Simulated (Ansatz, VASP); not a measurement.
## Ni in VASP and in Ansatz

INCAR

```
PREC = Accurate
ENCUT = 520
EDIFF = 1E-6
ISMEAR = 0
SIGMA = 0.15
LREAL = F
LASPH = T
NELM = 150
ALGO = Normal
ISIF = 2
LWAVE = F
LCHARG = F
ISPIN = 2
MAGMOM = 0.81
LORBIT = 11
LMAXMIX = 4
GGA = PE
NBANDS = 15
```

File KPOINTS:

```
regular mesh
0
Gamma
  22 22 22
```

POSCAR

```
Ni
1.0
    0.0000000000      1.8010990625      1.8010990625
    1.7679500000      0.0331490625      1.7679500000
    1.7679500000      1.7679500000      0.0331490625
Ni
1
Direct
    0.0000000000      0.0000000000      0.0000000000
```

Input for Ansatz:

```yaml
crystal:
  lattice:
    - [0.0, 1.8010990625, 1.8010990625]
    - [1.76795, 0.0331490625, 1.76795]
    - [1.76795, 1.76795, 0.0331490625]
  atoms:
    - { symbol: Ni, position: [0.0, 0.0, 0.0], spin: 0.81 }
basis:
  ecutwfc: 420
kpoints:
  mp_grid: { grid: [22, 22, 22] }
hamiltonian:
  xc: pbe
scf:
  occupations: { method: gaussian, width: 0.15 }
output:
  forces: true
  stress: true
  eigenvalues: true
  populations: true
magnetization:
  spin_polarized: true
```

Change from the starting cell: strain +0.0375 x Voigt [0, 0, 0, 1, 0, 0], atoms carried along.

Alike in both runs: task single point; functional PBE; k mesh 22 × 22 × 22; occupations gaussian, width 0.15 eV; collinear spin.

```csv
,VASP,Ansatz
version,VASP 6.6.1,Ansatz 0.2.0
potentials or method,"VASP PAW PBE potentials, release 64 (Ni), cutoff 520 eV","scalar-relativistic, plane waves, PAW"
valence electrons in the cell,10,18
```

```tsv
	VASP	Ansatz	Ansatz less VASP
gap on the k mesh at the Fermi level (eV)	none	none	-
pressure (GPa)	-2.4	-2.4	+0.01
traceless stress, the component that is largest in VASP (GPa)	-4.62	-4.72	-0.099
net moment per atom (μB)	0.63	0.65	+0.012
size of the moment on the site where the two differ most (μB)	0.65	0.69	+0.040
```

Site moments also hang on the region over which each program counts them. A gap of «none» marks a metal or a gap that the smearing closes. VASP's potentials hold 10 valence electrons a cell and Ansatz's 18, so a difference there can come from the potentials and not from the codes.
